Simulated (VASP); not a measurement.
# MoS2 in VASP: single point with PBE

Aim: the single point of MoS2 with PBE.

Program: VASP 6.6.1. These are calculated values, not measurements. Logs are shortened: lines on timing, memory, paths and dates and some standing lists are left out, and cuts for length are marked.

## (1) The cell of the first run

The cell holds a sheet with vacuum, 3 atoms: a = 3.160 Å, b = 3.160 Å, c = 30.060 Å, α = 90.00°, β = 90.00°, γ = 120.00°.

## (2) Single point, PBE

Contents of INCAR:

```
SYSTEM = MoS2
PREC = Accurate
ENCUT = 520
EDIFF = 1E-7
ISMEAR = 0
SIGMA = 0.02
LREAL = .FALSE.
LASPH = .TRUE.
NELM = 80
ALGO = Normal
ISIF = 2
LWAVE = .FALSE.
LCHARG = .TRUE.
LDIPOL = .TRUE.
IDIPOL = 3
DIPOL = 0.5 0.5 0.351
GGA = PE
LELF = .TRUE.
LVHAR = .TRUE.
LVACPOTAV = .TRUE.
NBANDS = 20
```

Contents of KPOINTS:

```
regular mesh
0
G
  12 12 1
  0 0 0
```

Contents of POSCAR:

```
MoS2
1.0
    3.1600000000      0.0000000000      0.0000000000
   -1.5800000000      2.7366402760      0.0000000000
    0.0000000000      0.0000000000     30.0600000012
S Mo
2 1
Direct
    0.6666666667      0.3333333333      0.2992033344
    0.6666666667      0.3333333333      0.4037241439
    0.3333333333      0.6666666667      0.3514637392
```

Potentials or basis: VASP PAW PBE potentials, release 64 (S, Mo_sv).

The run is started by

```
$ cat potpaw_PBE.64/S/POTCAR potpaw_PBE.64/Mo_sv/POTCAR > POTCAR
$ mpirun -np 1 vasp_std > vasp.out
```

OUTCAR:

```text
SYSTEM = MoS2
   PREC = Accurate
   ENCUT = 520
   EDIFF = 1E-7
   ISMEAR = 0
   LREAL = .FALSE.
   LASPH = .TRUE.
   NELM = 80
   ISIF = 2
   GGA = PE

 ion  position               nearest neighbor table
   1  0.667  0.333  0.299-   3 2.41   3 2.41   3 2.41
   2  0.667  0.333  0.404-   3 2.41   3 2.41   3 2.41
   3  0.333  0.667  0.351-   2 2.41   2 2.41   2 2.41   1 2.41   1 2.41   1 2.41

  LATTYP: Found a hexagonal cell.
 ALAT       =     3.1600000000
 C/A-ratio  =     9.5126582282

  Lattice vectors:

 A1 = (   3.1600000000,   0.0000000000,   0.0000000000)
 A2 = (  -1.5800000000,   2.7366402760,   0.0000000000)
 A3 = (   0.0000000000,   0.0000000000,  30.0600000012)

Analysis of symmetry for initial positions (statically):
=====================================================================
 Subroutine PRICEL returns:
 Original cell was already a primitive cell.

 Routine SETGRP: Setting up the symmetry group for a
 hexagonal supercell.

 Subroutine GETGRP returns: Found 12 space group operations
 (whereof  6 operations were pure point group operations)
 out of a pool of 24 trial point group operations.

The static configuration has the point symmetry C_3v.
 The point group associated with its full space group is D_3h.

Analysis of symmetry for dynamics (positions and initial velocities):
=====================================================================
 Subroutine PRICEL returns:
 Original cell was already a primitive cell.

 Routine SETGRP: Setting up the symmetry group for a
 hexagonal supercell.

 Subroutine GETGRP returns: Found 12 space group operations
 (whereof  6 operations were pure point group operations)
 out of a pool of 24 trial point group operations.

The dynamic configuration has the point symmetry C_3v.
 The point group associated with its full space group is D_3h.

 Subroutine INISYM returns: Found 12 space group operations
 (whereof  6 operations are pure point group operations),
 and found     1 'primitive' translations

----------------------------------------------------------------------------------------

                                     Primitive cell

  volume of cell :     259.9524

  direct lattice vectors                    reciprocal lattice vectors
     3.160000000  0.000000000  0.000000000     0.316455696  0.182705781  0.000000000
    -1.580000000  2.736640276  0.000000000     0.000000000  0.365411563  0.000000000
     0.000000000  0.000000000 30.060000001     0.000000000  0.000000000  0.033266800

  length of vectors
     3.160000000  3.160000000 30.060000001     0.365411563  0.365411563  0.033266800

  position of ions in fractional coordinates (direct lattice)
     0.666666667  0.333333333  0.299203334
     0.666666667  0.333333333  0.403724144
     0.333333333  0.666666667  0.351463739

  ion indices of the primitive-cell ions
   primitive index   ion index
                 1           1
                 2           2
                 3           3

----------------------------------------------------------------------------------------

 KPOINTS: regular mesh

Automatic generation of k-mesh.
 Grid dimensions read from file:
 generate k-points for:   12   12    1

 Generating k-lattice:

  Cartesian coordinates                     Fractional coordinates (reciprocal lattice)
     0.026371308  0.015225482  0.000000000     0.083333333  0.000000000  0.000000000
     0.000000000  0.030450964  0.000000000     0.000000000  0.083333333  0.000000000
     0.000000000  0.000000000  0.033266800     0.000000000  0.000000000  1.000000000

  Length of vectors
     0.030450964  0.030450964  0.033266800

  Shift w.r.t. Gamma in fractional coordinates (k-lattice)
     0.000000000  0.000000000  0.000000000

 Subroutine IBZKPT returns following result:
 ===========================================

 Found     19 irreducible k-points:

 Following reciprocal coordinates:
            Coordinates               Weight
  0.000000  0.000000  0.000000      1.000000
  0.083333  0.000000  0.000000      6.000000
  0.166667  0.000000  0.000000      6.000000
  0.250000  0.000000  0.000000      6.000000
  0.333333  0.000000  0.000000      6.000000
  0.416667  0.000000  0.000000      6.000000
[... 11 lines left out ...]
  0.333333  0.250000  0.000000     12.000000
  0.333333  0.333333  0.000000      2.000000
   k-points           NKPTS =     19   k-points in BZ     NKDIM =     19   number of bands    NBANDS=     20
   number of dos      NEDOS =    301   number of ions     NIONS =      3
   total plane-waves  NPLWV = 129024
   dimension x,y,z NGX =    24 NGY =   24 NGZ =  224
   dimension x,y,z NGXF=    48 NGYF=   48 NGZF=  448
   ions per type =               2   1
   NGX,Y,Z   is equivalent  to a cutoff of  12.63, 12.63, 12.39 a.u.
   NGXF,Y,Z  is equivalent  to a cutoff of  25.25, 25.25, 24.78 a.u.
 SYSTEM =  MoS2
   PREC   = accura    normal or accurate (medium, high low for compatibility)
   ISTART =      0    job   : 0-new  1-cont  2-samecut
   ICHARG =      2    charge: 1-file 2-atom 10-const
   ISPIN  =      1    spin polarized calculation?
   LNONCOLLINEAR =      F non collinear calculations
   LSORBIT =      F    spin-orbit coupling
   LASPH  =      T    aspherical Exc in radial PAW
   ENCUT  =  520.0 eV  38.22 Ry    6.18 a.u.   5.88  5.88 55.89*2*pi/ulx,y,z
   NELM   =     80;   NELMIN=  2; NELMDL= -5     # of ELM steps
   EDIFF  = 0.1E-06   stopping-criterion for ELM
   LREAL  =      F    real-space projection
   EDIFFG = 0.1E-05   stopping-criterion for IOM
   NSW    =      0    number of steps for IOM
   IBRION =     -1    ionic relax: 0-MD 1-quasi-New 2-CG
   NFREE  =      0    steps in history (QN), initial steepest desc. (CG)
   ISIF   =      2    stress and relaxation
   ISYM   =      2    0-nonsym 1-usesym 2-fastsym
   POTIM  = 0.5000    time-step for ionic-motion
   TEBEG  =    0.0;   TEEND  =   0.0 temperature during run
   PSTRESS=    0.0 pullay stress
   NELECT =      26.0000    total number of electrons
   NUPDOWN=      -1.0000    fix difference up-down
   EMIN   =  10.00;   EMAX   =-10.00  energy-range for DOS
   EFERMI =   0.00;   METHOD = LEGACY
   ISMEAR =     0;   SIGMA  =   0.02  broadening in eV -4-tet -1-fermi 0-gaus
   EFERMI_NEDOS =   21; number of points for ismear=-14 and -15
   IALGO  =     38    algorithm
   IMIX   =      4    mixing-type and parameters
     AMIX     =   0.40;   BMIX     =  1.00
     AMIX_MAG =   1.60;   BMIX_MAG =  1.00
  volume/ion in A,a.u.               =      86.65       584.75
  Fermi-wavevector in a.u.,A,eV,Ry     =   0.759920  1.436041  7.857076  0.577479
  Thomas-Fermi vector in A             =   1.858822
   LORBIT       =      0    0 simple, 1 ext, 2 COOP (PROOUT), +10 PAW based schemes
   GGA     = PE    functional components
   LHFCALC =     F    Hartree Fock is set to
   AEXX    =    0.0000 exact exchange contribution
   IVDW    =     0    specifies the selected vdW correction
   LEPSILON=     F    determine dielectric tensor
   LRPA    =     F    only Hartree local field effects (RPA)
 non-spin polarized calculation
 Gauss-broadening in eV      SIGMA  =   0.02
  energy-cutoff  :      520.00
  volume of cell :      259.95
 maximum number of plane-waves:      7038
 NGX is ok and might be reduce to    24
   NGX = 11   NGY = 11   NGZ =111

 dipolmoment           0.000000      0.000000     -0.000003 electrons x Angstroem

 number of electron      25.9999997 magnetization

 dipolmoment           0.000000      0.000000      0.000001 electrons x Angstroem

 Free energy of the ion-electron system (eV)
  ---------------------------------------------------
  ext. energy  EPLUGINS =         0.00000000
  ---------------------------------------------------
  free energy    TOTEN  =       -21.84725736 eV

  energy without entropy =      -21.84725736  energy(sigma->0) =      -21.84725736

 E-fermi :  -3.1628     XC(G=0):  -2.5774

 val. band max:       -3.2707946270   @ k =   0.3333   0.3333   0.0000
 cond. band min:      -1.5029546398   @ k =   0.3333   0.3333   0.0000
 fundamental gap:      1.7678399872
 Fermi energy:        -3.1627802267

 k-point     1 :       0.0000    0.0000    0.0000
  band No.  band energies     occupation
      1     -64.1170      2.00000
      2     -38.2709      2.00000
      3     -38.0392      2.00000
      4     -38.0392      2.00000
      5     -17.4009      2.00000
      6     -16.1148      2.00000
[... 12 lines left out ...]
     19       2.2617      0.00000
     20       2.6897      0.00000

 k-point     2 :       0.0833    0.0000    0.0000
  band No.  band energies     occupation
      1     -64.1143      2.00000
      2     -38.2656      2.00000
      3     -38.0665      2.00000
      4     -38.0454      2.00000
      5     -17.2955      2.00000
      6     -16.0704      2.00000
[... 12 lines left out ...]
     19       2.4001      0.00000
     20       2.8374      0.00000

 k-point     3 :       0.1667    0.0000    0.0000
  band No.  band energies     occupation
      1     -64.1068      2.00000
      2     -38.2509      2.00000
      3     -38.1406      2.00000
      4     -38.0623      2.00000
      5     -16.9957      2.00000
      6     -15.9440      2.00000
[... 12 lines left out ...]
     19       2.8041      0.00000
     20       3.2572      0.00000

 k-point     4 :       0.2500    0.0000    0.0000
  band No.  band energies     occupation
      1     -64.0965      2.00000
      2     -38.2405      2.00000
      3     -38.2309      2.00000
      4     -38.0854      2.00000
      5     -16.5509      2.00000
      6     -15.7580      2.00000
[... 314 lines left out ...]
 k-point    18 :       0.3333    0.2500    0.0000
  band No.  band energies     occupation
      1     -64.0722      2.00000
      2     -38.3677      2.00000
      3     -38.2465      2.00000
      4     -38.1833      2.00000
      5     -15.2643      2.00000
      6     -15.1971      2.00000
[... 12 lines left out ...]
     19       4.9802      0.00000
     20       6.0485      0.00000

 k-point    19 :       0.3333    0.3333    0.0000
  band No.  band energies     occupation
      1     -64.0708      2.00000
      2     -38.3375      2.00000
      3     -38.2934      2.00000
      4     -38.1806      2.00000
      5     -15.1824      2.00000
      6     -15.1538      2.00000
[... 12 lines left out ...]
     19       4.3373      0.00000
     20       6.3639      0.00000

------------------------ aborting loop because EDIFF is reached ----------------------------------------

  FORCE on cell =-STRESS in cart. coord.  units (eV):
  Direction    XX          YY          ZZ          XY          YZ          ZX
  --------------------------------------------------------------------------------------
  -------------------------------------------------------------------------------------
  Total        0.6719292      0.6719292     -0.0602166      0.0000000      0.0000000      0.0000000
  in kB        4.1413344      4.1413344     -0.3711363      0.0000000      0.0000000      0.0000000
  external PRESSURE =       2.6371775 kB  Pullay stress =       0.0000000 kB

 VOLUME and BASIS-vectors are now :
 -----------------------------------------------------------------------------
  energy-cutoff  :      520.00
  volume of cell :      259.95
      direct lattice vectors                 reciprocal lattice vectors
     3.160000000  0.000000000  0.000000000     0.316455696  0.182705781  0.000000000
    -1.580000000  2.736640276  0.000000000     0.000000000  0.365411563  0.000000000
     0.000000000  0.000000000 30.060000001     0.000000000  0.000000000  0.033266800

 POSITION                                       TOTAL-FORCE (eV/Angst)
 -----------------------------------------------------------------------------------
      1.58000      0.91221      8.99405        -0.000000      0.000000      0.011772
      1.58000      0.91221     12.13595        -0.000000     -0.000000     -0.011772
     -0.00000      1.82443     10.56500         0.000000      0.000000     -0.000000
 -----------------------------------------------------------------------------------
    total drift:                                0.000000     -0.000000      0.000032

  FREE ENERGIE OF THE ION-ELECTRON SYSTEM (eV)
  ---------------------------------------------------
  free  energy   TOTEN  =       -21.8472573606 eV

  energy  without entropy=      -21.8472573606  energy(sigma->0) =      -21.84725736

 vacuum level on the upper side and lower side of the slab         2.621         2.621
```

Run time: 5 min. Hardware: 1 thread of Intel Xeon 6975P-C, shared host; peak memory 0.38 GiB.

Results:

- Free energy: -21.8473 eV
- Largest force: 0.012 eV/Å
- Band gap on the k mesh: 1.77 eV, direct

Forces on the atoms (eV/Å):
```
S    0.000  0.000  0.012
S    0.000  0.000 -0.012
Mo   0.000  0.000  0.000
```
